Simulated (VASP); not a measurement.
A run of VASP 6.6.1:

File INCAR:

```
PREC     = Accurate       # precision mode
ENCUT    = 520            # plane-wave cutoff, eV
EDIFF    = 1E-6           # SCF threshold, eV
ISMEAR   = -1             # smearing method
SIGMA    = 0.02           # smearing width, eV
LREAL    = Auto         
LASPH    = T              # aspherical terms in the spheres
NELM     = 100            # most SCF steps
ALGO     = Normal         # electronic algorithm
ISIF     = 2              # what is computed and relaxed
LWAVE    = F              # write WAVECAR
LCHARG   = T              # write CHGCAR
GGA      = PE             # functional
LELF     = T              # ELF
LVHAR    = T            
NBANDS   = 224            # bands
```

The input KPOINTS:

```
regular mesh
0
Gamma
  1 1 1
```

The input POSCAR:

```
Ti16SiO32
1.0
    7.5784000000      0.0000000000      0.0000000000
    0.0000000000      7.5784000000      0.0000000000
    0.0000000000      0.0000000000      9.5370000000
Ti O Si
16 32 1
Direct
   -0.0037850609     -0.0008681324      0.0010958620
   -0.0045657305      0.2490388886      0.2501881963
    0.4821868118      0.0141542162      0.0126675398
    0.4990315782      0.2490563149      0.2533148184
   -0.0037158823      0.4984458282      0.0008524937
    0.0010637738      0.7489235761      0.2456871836
    0.2538294108      0.2494083551      0.4998610296
    0.2544710363      0.4991216687      0.7491945513
    0.4826842198      0.4834149142      0.0124304284
    0.4931796013      0.7489205226      0.2555720154
    0.7511716612      0.2489817460      0.4985214631
    0.7682512385      0.4838420625      0.7373652964
    0.2484552970      0.7492024670      0.5039913849
    0.2544751369     -0.0005888724      0.7489167800
    0.7567358480      0.7491214962      0.4948438974
    0.7682782001      0.0140670364      0.7373959643
   -0.0043656480      0.0002762990      0.2042547960
    0.0005132055      0.2495054745      0.4631459638
   -0.0395028002      0.2489520869      0.0378195582
    0.0046479987      0.0202924417      0.7863824715
    0.5155978376     -0.0031715173      0.2095886502
    0.4978991823      0.2501852646      0.4540331946
    0.5440877336      0.2487766533      0.0351622791
    0.5031501713     -0.0629128772      0.8016647832
   -0.0050541915      0.4972348133      0.2041046839
    0.0020183881      0.7491414864      0.4594173193
    0.0188165251      0.7487318851      0.0396791701
    0.0043267661      0.4767883690      0.7862399523
    0.2898234906      0.2491359144      0.7122138651
    0.2462410494      0.4766803438      0.9636946132
    0.2538017788      0.4978154999      0.5461539852
    0.2487023625      0.2491165609      0.2876752391
    0.5162990204      0.5009120097      0.2092110776
    0.4960793664      0.7490242795      0.4554296362
    0.4961139928      0.7490047579      0.0285513832
    0.5032813625      0.5612818566      0.8015988539
    0.7061813668      0.2489403238      0.7157938632
    0.7466895342      0.5607153829      0.9486909092
    0.7320476184      0.5015214026      0.5407816729
    0.7517995667      0.2480666052      0.2966422525
    0.2312824517      0.7491344850      0.7101181537
    0.2459607044      0.0215222914      0.9637805127
    0.2539312777      0.0008402133      0.5457302385
    0.2475914312      0.7476603945      0.2905538590
    0.7538553079      0.7492116528      0.7219482790
    0.7466355161     -0.0626032848      0.9487767415
    0.7312919555     -0.0032300345      0.5407432221
    0.7535567087      0.7484996303      0.2943953239
    0.6251981283      0.7491478475      0.8752578915
```

Potentials or basis: VASP PAW PBE potentials, release 64 (Ti_sv, O, Si).

Command:

```sh
$ cat potpaw_PBE.64/Ti_sv/POTCAR potpaw_PBE.64/O/POTCAR potpaw_PBE.64/Si/POTCAR > POTCAR
$ mpirun -np 1 vasp_gam > vasp.out
```

Hardware: 1 thread of Intel(R) Xeon(R) Platinum 8375C CPU @ 2.90GHz (Ice Lake), on a shared host.

How long does it take, and how much memory?

Wall time 4.5 min on 1 thread of Intel(R) Xeon(R) Platinum 8375C CPU @ 2.90GHz (Ice Lake), on a shared host, peak memory 0.51 GiB. Counts: scf iterations 23, k points 1.
